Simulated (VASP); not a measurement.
# In2Ge (P-3m1) in VASP: a series of runs, part 2 of 2

VASP 6.6.1. The steps go on from the part before.

## (3) Relaxation of cell and atoms, PBE

This run uses another cell than the first one, of 25.00 Å³/atom.

INCAR

```
SYSTEM = In2Ge
  PREC = Accurate
  ENCUT = 600
  EDIFF = 1E-7
  ISMEAR = 0
  SIGMA = 0.1
  LREAL = .False.
  LASPH = .True.
  NELM = 100
  ALGO = Normal
  ISIF = 3
  LWAVE = .False.
  LCHARG = .False.
  GGA = PE
  IBRION = 2
  NSW = 90
  EDIFFG = -0.04
```

KPOINTS

```
regular mesh
0
Gamma
  6 6 4
  0 0 0
```

POSCAR

```
In2Ge
1.0
    3.4197712220      0.0000000000      0.0000000000
   -1.7098856110      2.9616087534      0.0000000000
    0.0000000000      0.0000000000      7.4057435155
In Ge
2 1
Direct
    0.3333333333      0.6666666667      0.6855774322
    0.6666666667      0.3333333333      0.3144225678
    0.0000000000      0.0000000000      0.0000000000
```

Potentials or basis: VASP PAW PBE potentials, release 64 (In_d, Ge_d).

Launch:

```bash
> cat potpaw_PBE.64/In_d/POTCAR potpaw_PBE.64/Ge_d/POTCAR > POTCAR
> mpirun -np 1 vasp_std > vasp.out
```

OUTCAR:

```text
SYSTEM = In2Ge
   PREC = Accurate
   ENCUT = 600
   EDIFF = 1E-7
   ISMEAR = 0
   LREAL = .False.
   LASPH = .True.
   NELM = 100
   ISIF = 3
   GGA = PE
   IBRION = 2
   NSW = 90
   EDIFFG = -0.04

 ion  position               nearest neighbor table
   1  0.333  0.667  0.686-   3 3.05   3 3.05   3 3.05   2 3.38   2 3.38   2 3.38
   2  0.667  0.333  0.314-   3 3.05   3 3.05   3 3.05   1 3.38   1 3.38   1 3.38
   3  0.000  0.000  0.000-   1 3.05   2 3.05   2 3.05   1 3.05   2 3.05   1 3.05

  LATTYP: Found a hexagonal cell.
 ALAT       =     3.4197712220
 C/A-ratio  =     2.1655669443

  Lattice vectors:

 A1 = (   3.4197712220,   0.0000000000,   0.0000000000)
 A2 = (  -1.7098856110,   2.9616087534,   0.0000000000)
 A3 = (   0.0000000000,   0.0000000000,   7.4057435155)

Analysis of symmetry for initial positions (statically):
=====================================================================
 Subroutine PRICEL returns:
 Original cell was already a primitive cell.

 Routine SETGRP: Setting up the symmetry group for a
 hexagonal supercell.

 Subroutine GETGRP returns: Found 12 space group operations
 (whereof 12 operations were pure point group operations)
 out of a pool of 24 trial point group operations.

The static configuration has the point symmetry D_3d.

Analysis of symmetry for dynamics (positions and initial velocities):
=====================================================================
 Subroutine PRICEL returns:
 Original cell was already a primitive cell.

 Routine SETGRP: Setting up the symmetry group for a
 hexagonal supercell.

 Subroutine GETGRP returns: Found 12 space group operations
 (whereof 12 operations were pure point group operations)
 out of a pool of 24 trial point group operations.
[... 116 lines left out ...]
   EFERMI =   0.00;   METHOD = LEGACY
   ISMEAR =     0;   SIGMA  =   0.10  broadening in eV -4-tet -1-fermi 0-gaus
   EFERMI_NEDOS =   21; number of points for ismear=-14 and -15
   IALGO  =     38    algorithm
   IMIX   =      4    mixing-type and parameters
     AMIX     =   0.40;   BMIX     =  1.00
     AMIX_MAG =   1.60;   BMIX_MAG =  1.00
  volume/ion in A,a.u.               =      25.00       168.72
  Fermi-wavevector in a.u.,A,eV,Ry     =   1.327589  2.508780 23.980172  1.762493
  Thomas-Fermi vector in A             =   2.456890
   LORBIT       =      0    0 simple, 1 ext, 2 COOP (PROOUT), +10 PAW based schemes
   GGA     = PE    functional components
   LHFCALC =     F    Hartree Fock is set to
   AEXX    =    0.0000 exact exchange contribution
   IVDW    =     0    specifies the selected vdW correction
   LEPSILON=     F    determine dielectric tensor
   LRPA    =     F    only Hartree local field effects (RPA)
 conjugate gradient relaxation of ions
 non-spin polarized calculation
 Gauss-broadening in eV      SIGMA  =   0.10
  energy-cutoff  :      600.00
  volume of cell :       75.01
 maximum number of plane-waves:      2523
 NGX is ok and might be reduce to    28
   NGX = 13   NGY = 13   NGZ = 29

 number of electron      39.9999989 magnetization

 Free energy of the ion-electron system (eV)
  ---------------------------------------------------
  ext. energy  EPLUGINS =         0.00000000
  ---------------------------------------------------
  free energy    TOTEN  =        -9.16591208 eV

  energy without entropy =       -9.15714764  energy(sigma->0) =       -9.16152986

 E-fermi :   6.7826     XC(G=0): -10.2814

 val. band max:        6.7207862331   @ k =  -0.1667   0.5000   0.2500
 cond. band min:       6.8610738311   @ k =   0.3333   0.0000   0.5000
 fundamental gap:      0.1402875979
 Fermi energy:         6.7826165007

 k-point     1 :       0.0000    0.0000    0.0000
  band No.  band energies     occupation
      1     -17.9547      2.00000
      2     -17.9540      2.00000
      3     -17.9540      2.00000
      4     -17.9428      2.00000
      5     -17.9428      2.00000
      6      -7.8778      2.00000
[... 637 lines left out ...]
     23       9.2099      0.00000
     24       9.2101      0.00000

------------------------ aborting loop because EDIFF is reached ----------------------------------------

  FORCE on cell =-STRESS in cart. coord.  units (eV):
  Direction    XX          YY          ZZ          XY          YZ          ZX
  --------------------------------------------------------------------------------------
  -------------------------------------------------------------------------------------
  Total        0.0030804      0.0030804      0.0932258      0.0000000      0.0000000      0.0000000
  in kB        0.0657988      0.0657988      1.9913759      0.0000000      0.0000000      0.0000000
  external PRESSURE =       0.7076578 kB  Pullay stress =       0.0000000 kB

 VOLUME and BASIS-vectors are now :
 -----------------------------------------------------------------------------
  energy-cutoff  :      600.00
  volume of cell :       75.01
      direct lattice vectors                 reciprocal lattice vectors
     3.419771222  0.000000000  0.000000000     0.292417222  0.168827162  0.000000000
    -1.709885611  2.961608753  0.000000000     0.000000000  0.337654323  0.000000000
     0.000000000  0.000000000  7.405743516     0.000000000  0.000000000  0.135030331

 POSITION                                       TOTAL-FORCE (eV/Angst)
 -----------------------------------------------------------------------------------
     -0.00000      1.97441      5.07721         0.000000     -0.000000     -0.032377
      1.70989      0.98720      2.32853        -0.000000      0.000000      0.032377
      0.00000      0.00000      0.00000        -0.000000      0.000000      0.000000
 -----------------------------------------------------------------------------------
    total drift:                                0.000000      0.000000      0.000000

  FREE ENERGIE OF THE ION-ELECTRON SYSTEM (eV)
  ---------------------------------------------------
  free  energy   TOTEN  =        -9.1659120781 eV

  energy  without entropy=       -9.1571476382  energy(sigma->0) =       -9.16152986

 reached required accuracy - stopping structural energy minimisation
```

OSZICAR:

```text
N       E                     dE             d eps       ncg     rms          rms(c)
DAV:   1     0.337844098193E+03    0.33784E+03   -0.22568E+04  1200   0.362E+03
DAV:   2     0.333572525497E+02   -0.30449E+03   -0.30166E+03  1152   0.641E+02
DAV:   3    -0.769836508214E+01   -0.41056E+02   -0.40852E+02  1448   0.200E+02
DAV:   4    -0.921689816930E+01   -0.15185E+01   -0.15182E+01  1344   0.438E+01
DAV:   5    -0.926029235945E+01   -0.43394E-01   -0.43393E-01  1640   0.711E+00    0.349E+00
DAV:   6    -0.917772250114E+01    0.82570E-01   -0.31428E-01  1416   0.577E+00    0.187E+00
DAV:   7    -0.916705336705E+01    0.10669E-01   -0.48030E-02  1488   0.251E+00    0.455E-01
DAV:   8    -0.916604720005E+01    0.10062E-02   -0.26826E-03  1600   0.516E-01    0.181E-01
DAV:   9    -0.916590120153E+01    0.14600E-03   -0.50668E-04  1328   0.237E-01    0.391E-02
DAV:  10    -0.916590969516E+01   -0.84936E-05   -0.47892E-05  1480   0.720E-02    0.108E-02
DAV:  11    -0.916591169097E+01   -0.19958E-05   -0.82090E-06  1504   0.312E-02    0.425E-03
DAV:  12    -0.916591201193E+01   -0.32096E-06   -0.70981E-07  1552   0.860E-03    0.140E-03
DAV:  13    -0.916591212044E+01   -0.10851E-06   -0.10327E-07   856   0.432E-03    0.208E-04
DAV:  14    -0.916591207812E+01    0.42320E-07   -0.13292E-08   824   0.155E-03
   1 F= -.91659121E+01 E0= -.91615299E+01  d E =-.916591E+01
```

Run time: 56 s. Hardware: 1 thread of Intel Xeon 8259CL, shared host; peak memory 0.23 GiB.

What came out:

| Quantity | Value |
| --- | --- |
| Free energy | -9.1659 eV |
| Pressure after relaxing | 0.1 GPa |
| Largest force after relaxing | 0.032 eV/Å |

Forces in eV/Å, atoms in the order of the input:
```
In   0.000  0.000 -0.032
In   0.000  0.000  0.032
Ge   0.000  0.000  0.000
```

Stress tensor (GPa, compression positive):
```
0.01 0.00 0.00
0.00 0.01 0.00
0.00 0.00 0.20
```

Final structure:
```yaml
crystal:
  lattice:
    - [3.41977, 0.00000, 0.00000]
    - [-1.70989, 2.96161, 0.00000]
    - [0.00000, 0.00000, 7.40574]
  atoms:
    - { symbol: In, position: [0.33333, 0.66667, 0.68558] }
    - { symbol: In, position: [0.66667, 0.33333, 0.31442] }
    - { symbol: Ge, position: [0.00000, 0.00000, 0.00000] }
```

Levels at points of the mesh, in eV from the Fermi level:
| k point | band 17 | band 18 | band 19 | band 20 | band 21 | band 22 |
| --- | --- | --- | --- | --- | --- | --- |
| (0.00, 0.00, 0.00) | -7.28 | -7.16 | 1.07 | 1.65 | 4.27 | 4.27 |
| (0.50, 0.00, 0.00) | -5.28 | -2.79 | -2.77 | -2.30 | -1.98 | 1.70 |
| (0.00, 0.00, 0.50) | -8.79 | -3.96 | -3.32 | 4.26 | 4.26 | 7.09 |
| (0.50, 0.00, 0.50) | -4.86 | -4.29 | -3.86 | 0.15 | 0.61 | 1.34 |

Caveat: the relaxation stopped at its first step, so nothing moved; the highest band is partly filled, so the run has too few bands; spin-orbit coupling is left out, which moves the levels of the heavy elements.

## (4) Single point, PBE

This run uses another cell than the first one, of 24.75 Å³/atom.

INCAR

```
SYSTEM = In2Ge
PREC = Accurate ; ENCUT = 520
EDIFF = 1E-6 ; ISMEAR = 0
SIGMA = 0.1 ; LREAL = .False.
LASPH = .True. ; NELM = 80
ALGO = Fast ; ISIF = 2
LWAVE = .False. ; LCHARG = .True.
GGA = PE ; LELF = .True.
LVHAR = .True. ; NBANDS = 27
```

KPOINTS

```
regular mesh
0
Gamma
  18 18 6
  0 0 0
```

POSCAR

```
In2Ge
1.0
    3.3270451190      0.0000000000      0.0000000000
   -1.6635225595      2.8813055926      0.0000000000
    0.0000000000      0.0000000000      7.7464064492
In Ge
2 1
Direct
    0.3333333333      0.6666666667      0.6807161557
    0.6666666667      0.3333333333      0.3192838443
    0.0000000000      0.0000000000      0.0000000000
```

Launch:

```bash
> cat potpaw_PBE.64/In_d/POTCAR potpaw_PBE.64/Ge_d/POTCAR > POTCAR
> mpirun -np 1 vasp_std > vasp.out
```

Wall time 13 min (1 thread of Intel Xeon 8259CL, shared host); peak memory 0.49 GiB.

It converged, with:

```yaml
Free_energy: -9.1963 eV
Pressure: -0.1 GPa
Band_gap_on_the_k_mesh: zero (bands 20 and 21 overlap by 7.04 eV)
```

Levels at points of the mesh, in eV from the Fermi level:
```
           k point  band 17  band 18  band 19  band 20  band 21  band 22  band 23  band 24
(0.00, 0.00, 0.00)    -7.69    -7.38     0.23     0.64     4.95     4.95     8.56     8.56
(0.50, 0.00, 0.00)    -5.05    -2.81    -2.73    -2.44    -2.09     2.24     3.44     4.72
(0.00, 0.00, 0.50)    -8.96    -4.75    -3.68     4.94     4.94     5.94     6.08     9.15
(0.50, 0.00, 0.50)    -4.67    -4.13    -3.80    -0.30     0.25     0.99     1.69     2.39
```

Caveat: spin-orbit coupling is left out, which moves the levels of the heavy elements.

## (5) Summary

| task | cell | k mesh | cutoff (eV) | pressure (GPa) |
| --- | --- | --- | --- | --- |
| relaxation of cell and atoms | relaxed from a = 3.219, b = 3.219, c = 7.884 Å, angles 90.0, 90.0, 120.0°, 3 atoms, atomic positions A | 6 × 6 × 2 | 600 | 0.0 |
| relaxation of cell and atoms | relaxed from a = 3.420, b = 3.420, c = 7.406 Å, angles 90.0, 90.0, 120.0°, 3 atoms, atomic positions B | 6 × 6 × 4 | 600 | 0.1 |
| single point | a = 3.327, b = 3.327, c = 7.746 Å, angles 90.0, 90.0, 120.0°, 3 atoms, atomic positions C | 18 × 18 × 6 | 520 | -0.1 |

Alike in all rows: level PBE; potentials or basis VASP PAW PBE potentials, release 64 (In_d, Ge_d); no spin polarisation; smearing gaussian 0.1 eV.

Caveats: some runs use coarse meshes; spin-orbit coupling is left out, which moves the levels of the heavy elements; the highest band is partly filled, so the run has too few bands (at least some runs); the relaxation stopped at its first step, so nothing moved (at least some runs).

Absolute energies hang on the potentials; compare differences alone.
